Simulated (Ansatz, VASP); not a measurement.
Tc: VASP beside Ansatz

INCAR

```
PREC     = Accurate       # precision mode
ENCUT    = 520            # plane-wave cutoff, eV
EDIFF    = 1E-6           # SCF threshold, eV
ISMEAR   = -1             # smearing method
SIGMA    = 0.05           # smearing width, eV
LREAL    = F              # projectors in reciprocal space
LASPH    = T              # aspherical terms in the spheres
NELM     = 100            # most SCF steps
ALGO     = Normal         # electronic algorithm
ISIF     = 2              # what is computed and relaxed
LWAVE    = F              # write WAVECAR
LCHARG   = F              # write CHGCAR
GGA      = PS             # functional
NBANDS   = 34             # bands
```

KPOINTS

```
regular mesh
0
Gamma
  11 11 3
```

File POSCAR:

```
Tc
1.0
    2.6834343898      0.0000000000      0.0000000000
   -1.3417171949      2.3239223509      0.0000000000
    0.0000000000      0.0000000000      8.5906610552
Tc
4
Direct
    0.6666666667      0.3333333333      0.7500000000
    0.0000000000      0.0000000000      0.5000000000
    0.3333333333      0.6666666667      0.2500000000
    0.0000000000      0.0000000000      0.0000000000
```

Contents of input.yaml:

```yaml
crystal:
  lattice:
    - [2.6834343898, 0.0, 0.0]
    - [-1.3417171949, 2.3239223509, 0.0]
    - [0.0, 0.0, 8.5906610552]
  atoms:
    - { symbol: Tc, position: [0.6666666667, 0.3333333333, 0.75] }
    - { symbol: Tc, position: [0.0, 0.0, 0.5] }
    - { symbol: Tc, position: [0.3333333333, 0.6666666667, 0.25] }
    - { symbol: Tc, position: [0.0, 0.0, 0.0] }
hamiltonian:
  xc: pbesol
  pseudopotentials: { kind: paw }
kpoints:
  mp_grid: { grid: [11, 11, 3] }
scf:
  occupations: { method: fermi_dirac, width: 0.05 }
output:
  forces: true
  stress: true
  eigenvalues: true
```

Alike in both runs: task single point; functional PBEsol; k mesh 11 × 11 × 3; occupations fermi-dirac, width 0.05 eV; no spin polarisation.

|  | VASP | Ansatz |
| --- | --- | --- |
| version | VASP 6.6.1 | Ansatz 0.2.0 |
| potentials or method | VASP PAW PBE potentials, release 64 (Tc_pv) | Ansatz PAW earlier set |
| plane-wave cutoff (eV) | 520 | 500 |
| valence electrons in the cell | 52 | 60 |

Ansatz gave:

- gap on the k mesh at the Fermi level (eV): none
- pressure (GPa): 16.5
- traceless stress, the component that is largest in VASP (GPa): 1.45

Q: Which values does VASP return?

A: gap on the k mesh at the Fermi level (eV): none; pressure (GPa): 15.7; traceless stress, the component that is largest in VASP (GPa): 1.43.

VASP's potentials were made for PBE, not for PBEsol. A gap of «none» marks a metal or a gap that the smearing closes. VASP's potentials hold 52 valence electrons a cell and Ansatz's 60, so a difference there can come from the potentials and not from the codes.
